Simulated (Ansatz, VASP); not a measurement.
# Sr: VASP beside Ansatz

```
CELL_PARAMETERS angstrom
-2.42500 2.24313 2.42500
2.42500 -2.24313 2.42500
2.42500 2.24313 -2.42500
ATOMIC_POSITIONS crystal
Sr 0.00000 0.00000 0.00000
```

Change from the starting cell: strain -0.0750 x Voigt [0, 1, 0, 0, 0, 0], atoms carried along.

Alike in both runs: task single point; functional r2SCAN; k mesh 14 × 14 × 14; occupations gaussian, width 0.15 eV; no spin polarisation.

```csv
,VASP,Ansatz
version,VASP 6.6.1,Ansatz 0.2.0
potentials or method,"VASP PAW PBE potentials, release 64 (Sr_sv), cutoff 520 eV","scalar-relativistic, plane waves, PAW"
valence electrons in the cell,10,10
```

```csv
,VASP,Ansatz,Ansatz less VASP
gap on the k mesh at the Fermi level (eV),none,none,-
pressure (GPa),0.8,0.8,-0.01
"traceless stress, the component that is largest in VASP (GPa)",0.25,0.24,-0.009
```

VASP's potentials were made for PBE, not for r2SCAN. A gap of «none» marks a metal or a gap that the smearing closes. The functional is the same, so the differences come from potentials, cutoffs and numerics.
